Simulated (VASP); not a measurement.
# TaC (Fm-3m) in VASP: single point with PBE

Aim: the single point of TaC with PBE.

All numbers are computed with VASP 6.6.1; they aren't measurements. Logs are shortened: lines on timing, memory, paths and dates and some standing lists are left out, and cuts for length are marked.

### 1 The cell of the first run

The structure is cubic, space group Fm-3m (No. 225). Conventional cell: a = 4.460 Å, b = 4.460 Å, c = 4.460 Å, α = 90.00°, β = 90.00°, γ = 90.00°. Ta (site symmetry m-3m) has 6 C at 2.23 Å within 2.9 Å. Within 2.9 Å of C (site symmetry m-3m) lie 6 Ta at 2.23 Å.

### 2 Single point, PBE

Input file INCAR:

```
SYSTEM = TaC
PREC     = Accurate       ! precision mode
ENCUT    = 600            ! plane-wave cutoff, eV
EDIFF    = 1E-6           ! SCF threshold, eV
ISMEAR   = -1             ! smearing method
SIGMA    = 0.5            ! smearing width, eV
LREAL    = .False.        ! projectors in reciprocal space
LASPH    = .True.         ! aspherical terms in the spheres
NELM     = 120            ! most SCF steps
ALGO     = Normal         ! electronic algorithm
ISIF     = 2              ! what is computed and relaxed
LWAVE    = .False.        ! write WAVECAR
LCHARG   = .False.        ! write CHGCAR
GGA      = PE             ! functional
NBANDS   = 14             ! bands
GGA_COMPAT= .False.
```

Input file KPOINTS:

```
regular mesh
0
Gamma
  2 2 2
  0 0 0
```

Input file POSCAR:

```
TaC
1.0
    0.0000000000      2.2300000000      2.2300000000
    2.2300000000      0.0000000000      2.2300000000
    2.2300000000      2.2300000000      0.0000000000
Ta C
1 1
Direct
    0.0000000000      0.0000000000      0.0000000000
    0.5000000000      0.5000000000      0.5000000000
```

Potentials or basis: VASP PAW PBE potentials, release 64 (Ta_pv, C).

The run is started by

```console
$ cat potpaw_PBE.64/Ta_pv/POTCAR potpaw_PBE.64/C/POTCAR > POTCAR
$ mpirun -np 1 vasp_std > vasp.out
```

OUTCAR:

```text
SYSTEM = TaC
   PREC = Accurate
   ENCUT = 600
   EDIFF = 1E-6
   ISMEAR = -1
   LREAL = .False.
   LASPH = .True.
   NELM = 120
   ISIF = 2
   GGA = PE

 ion  position               nearest neighbor table
   1  0.000  0.000  0.000-   2 2.23   2 2.23   2 2.23   2 2.23   2 2.23   2 2.23
   2  0.500  0.500  0.500-   1 2.23   1 2.23   1 2.23   1 2.23   1 2.23   1 2.23

  LATTYP: Found a face centered cubic cell.
 ALAT       =     4.4600000000

  Lattice vectors:

 A1 = (   0.0000000000,   2.2300000000,   2.2300000000)
 A2 = (   2.2300000000,   0.0000000000,   2.2300000000)
 A3 = (   2.2300000000,   2.2300000000,   0.0000000000)

Analysis of symmetry for initial positions (statically):
=====================================================================
 Subroutine PRICEL returns:
 Original cell was already a primitive cell.

 Routine SETGRP: Setting up the symmetry group for a
 face centered cubic supercell.

 Subroutine GETGRP returns: Found 48 space group operations
 (whereof 48 operations were pure point group operations)
 out of a pool of 48 trial point group operations.

The static configuration has the point symmetry O_h .

Analysis of symmetry for dynamics (positions and initial velocities):
=====================================================================
 Subroutine PRICEL returns:
 Original cell was already a primitive cell.

 Routine SETGRP: Setting up the symmetry group for a
 face centered cubic supercell.

 Subroutine GETGRP returns: Found 48 space group operations
 (whereof 48 operations were pure point group operations)
 out of a pool of 48 trial point group operations.

The dynamic configuration has the point symmetry O_h .

 Subroutine INISYM returns: Found 48 space group operations
 (whereof 48 operations are pure point group operations),
 and found     1 'primitive' translations

----------------------------------------------------------------------------------------

                                     Primitive cell

  volume of cell :      22.1791

  direct lattice vectors                    reciprocal lattice vectors
     0.000000000  2.230000000  2.230000000    -0.224215247  0.224215247  0.224215247
     2.230000000  0.000000000  2.230000000     0.224215247 -0.224215247  0.224215247
     2.230000000  2.230000000  0.000000000     0.224215247  0.224215247 -0.224215247

  length of vectors
     3.153696244  3.153696244  3.153696244     0.388352199  0.388352199  0.388352199

  position of ions in fractional coordinates (direct lattice)
     0.000000000  0.000000000  0.000000000
     0.500000000  0.500000000  0.500000000

  ion indices of the primitive-cell ions
   primitive index   ion index
                 1           1
                 2           2

----------------------------------------------------------------------------------------

 KPOINTS: regular mesh

Automatic generation of k-mesh.
 Grid dimensions read from file:
 generate k-points for:    2    2    2

 Generating k-lattice:

  Cartesian coordinates                     Fractional coordinates (reciprocal lattice)
    -0.112107623  0.112107623  0.112107623     0.500000000  0.000000000  0.000000000
     0.112107623 -0.112107623  0.112107623     0.000000000  0.500000000  0.000000000
     0.112107623  0.112107623 -0.112107623     0.000000000  0.000000000  0.500000000

  Length of vectors
     0.194176100  0.194176100  0.194176100

  Shift w.r.t. Gamma in fractional coordinates (k-lattice)
     0.000000000  0.000000000  0.000000000

 Subroutine IBZKPT returns following result:
 ===========================================

 Found      3 irreducible k-points:

 Following reciprocal coordinates:
            Coordinates               Weight
  0.000000  0.000000  0.000000      1.000000
  0.500000  0.000000  0.000000      4.000000
  0.500000  0.500000  0.000000      3.000000
   k-points           NKPTS =      3   k-points in BZ     NKDIM =      3   number of bands    NBANDS=     14
   number of dos      NEDOS =    301   number of ions     NIONS =      2
   total plane-waves  NPLWV =  21952
   dimension x,y,z NGX =    28 NGY =   28 NGZ =   28
   dimension x,y,z NGXF=    56 NGYF=   56 NGZF=   56
   ions per type =               1   1
   NGX,Y,Z   is equivalent  to a cutoff of  14.76, 14.76, 14.76 a.u.
   NGXF,Y,Z  is equivalent  to a cutoff of  29.52, 29.52, 29.52 a.u.
 SYSTEM =  TaC
   PREC   = accura    normal or accurate (medium, high low for compatibility)
   ISTART =      0    job   : 0-new  1-cont  2-samecut
   ICHARG =      2    charge: 1-file 2-atom 10-const
   ISPIN  =      1    spin polarized calculation?
   LNONCOLLINEAR =      F non collinear calculations
   LSORBIT =      F    spin-orbit coupling
   LASPH  =      T    aspherical Exc in radial PAW
   ENCUT  =  600.0 eV  44.10 Ry    6.64 a.u.   6.30  6.30  6.30*2*pi/ulx,y,z
   NELM   =    120;   NELMIN=  2; NELMDL= -5     # of ELM steps
   EDIFF  = 0.1E-05   stopping-criterion for ELM
   LREAL  =      F    real-space projection
   EDIFFG = 0.1E-04   stopping-criterion for IOM
   NSW    =      0    number of steps for IOM
   IBRION =     -1    ionic relax: 0-MD 1-quasi-New 2-CG
   NFREE  =      0    steps in history (QN), initial steepest desc. (CG)
   ISIF   =      2    stress and relaxation
   ISYM   =      2    0-nonsym 1-usesym 2-fastsym
   POTIM  = 0.5000    time-step for ionic-motion
   TEBEG  =    0.0;   TEEND  =   0.0 temperature during run
   PSTRESS=    0.0 pullay stress
   NELECT =      15.0000    total number of electrons
   NUPDOWN=      -1.0000    fix difference up-down
   EMIN   =  10.00;   EMAX   =-10.00  energy-range for DOS
   EFERMI =   0.00;   METHOD = LEGACY
   ISMEAR =    -1;   SIGMA  =   0.50  broadening in eV -4-tet -1-fermi 0-gaus
   EFERMI_NEDOS =   21; number of points for ismear=-14 and -15
   IALGO  =     38    algorithm
   IMIX   =      4    mixing-type and parameters
     AMIX     =   0.40;   BMIX     =  1.00
     AMIX_MAG =   1.60;   BMIX_MAG =  1.00
  volume/ion in A,a.u.               =      11.09        74.84
  Fermi-wavevector in a.u.,A,eV,Ry     =   1.437001  2.715538 28.095646  2.064972
  Thomas-Fermi vector in A             =   2.556127
   LORBIT       =      0    0 simple, 1 ext, 2 COOP (PROOUT), +10 PAW based schemes
   GGA     = PE    functional components
   LHFCALC =     F    Hartree Fock is set to
   AEXX    =    0.0000 exact exchange contribution
   IVDW    =     0    specifies the selected vdW correction
   LEPSILON=     F    determine dielectric tensor
   LRPA    =     F    only Hartree local field effects (RPA)
 non-spin polarized calculation
  energy-cutoff  :      600.00
  volume of cell :       22.18
 maximum number of plane-waves:       754
 NGX is ok and might be reduce to    28
   NGX = 13   NGY = 13   NGZ = 13

 number of electron      15.0000000 magnetization

 Free energy of the ion-electron system (eV)
  ---------------------------------------------------
  ext. energy  EPLUGINS =         0.00000000
  ---------------------------------------------------
  free energy    TOTEN  =       -21.12483780 eV

  energy without entropy =      -20.40252658  energy(sigma->0) =      -20.76368219

 E-fermi :   8.1127     XC(G=0): -13.1748

 val. band max:        6.9119808280   @ k =   0.0000   0.0000   0.0000
 cond. band min:       8.2320705289   @ k =   0.0000   0.0000   0.0000
 fundamental gap:      1.3200897009
 Fermi energy:         8.1126910480

 k-point     1 :       0.0000    0.0000    0.0000
  band No.  band energies     occupation
      1     -26.9706      2.00000
      2     -26.9706      2.00000
      3     -26.9706      2.00000
      4      -6.2514      2.00000
      5       6.9120      1.83387
      6       6.9120      1.83387
      7       6.9120      1.83387
      8       8.2321      0.88118
      9       8.2321      0.88118
     10       8.2321      0.88118
     11       8.8971      0.34475
     12       8.8971      0.34475
     13      15.1204      0.00000
     14      18.4069      0.00000

 k-point     2 :       0.5000    0.0000    0.0000
  band No.  band energies     occupation
      1     -27.6588      2.00000
      2     -27.0446      2.00000
      3     -27.0446      2.00000
      4      -1.7342      2.00000
      5      -0.2790      2.00000
      6       3.0139      1.99993
      7       3.0139      1.99993
      8      10.9263      0.00717
      9      10.9263      0.00717
     10      12.0300      0.00079
     11      13.8019      0.00002
     12      18.3890      0.00000
     13      18.3890      0.00000
     14      20.7498      0.00000

 k-point     3 :       0.5000    0.5000    0.0000
  band No.  band energies     occupation
      1     -27.5848      2.00000
      2     -27.2123      2.00000
      3     -27.2123      2.00000
      4      -4.0977      2.00000
      5       3.7459      1.99968
      6       3.8926      1.99957
      7       6.8694      1.84640
      8       6.8694      1.84640
      9      10.8295      0.00870
     10      12.2478      0.00051
     11      12.2478      0.00051
     12      15.1246      0.00000
     13      16.5099      0.00000
     14      20.6110      0.00000

------------------------ aborting loop because EDIFF is reached ----------------------------------------

  FORCE on cell =-STRESS in cart. coord.  units (eV):
  Direction    XX          YY          ZZ          XY          YZ          ZX
  --------------------------------------------------------------------------------------
  -------------------------------------------------------------------------------------
  Total        2.2554418      2.2554418      2.2554418      0.0000000      0.0000000      0.0000000
  in kB      162.9287085    162.9287085    162.9287085      0.0000000      0.0000000      0.0000000
  external PRESSURE =     162.9287085 kB  Pullay stress =       0.0000000 kB

 VOLUME and BASIS-vectors are now :
 -----------------------------------------------------------------------------
  energy-cutoff  :      600.00
  volume of cell :       22.18
      direct lattice vectors                 reciprocal lattice vectors
     0.000000000  2.230000000  2.230000000    -0.224215247  0.224215247  0.224215247
     2.230000000  0.000000000  2.230000000     0.224215247 -0.224215247  0.224215247
     2.230000000  2.230000000  0.000000000     0.224215247  0.224215247 -0.224215247

 POSITION                                       TOTAL-FORCE (eV/Angst)
 -----------------------------------------------------------------------------------
      0.00000      0.00000      0.00000         0.000000      0.000000     -0.000000
      2.23000      2.23000      2.23000        -0.000000     -0.000000      0.000000
 -----------------------------------------------------------------------------------
    total drift:                                0.000000      0.000000      0.000000

  FREE ENERGIE OF THE ION-ELECTRON SYSTEM (eV)
  ---------------------------------------------------
  free  energy   TOTEN  =       -21.1248378000 eV

  energy  without entropy=      -20.4025265783  energy(sigma->0) =      -20.76368219
```

Run time: 4.5 s. Hardware: 1 thread of Intel Xeon 6975P-C, shared host; peak memory 0.15 GiB.

Results:

```
Free energy : -21.1248 eV
Pressure    : 16.3 GPa
```

Levels at points of the mesh, in eV from the Fermi level:
```tsv
k point	band 5	band 6	band 7	band 8	band 9	band 10
(0.00, 0.00, 0.00)	-1.20	-1.20	-1.20	0.12	0.12	0.12
(0.50, 0.00, 0.00)	-8.39	-5.10	-5.10	2.81	2.81	3.92
(0.50, 0.50, 0.00)	-4.37	-4.22	-1.24	-1.24	2.72	4.14
```

Caveat: the k points lie up to 1.22 Å⁻¹ apart; spin-orbit coupling is left out, which moves the levels of the heavy elements.
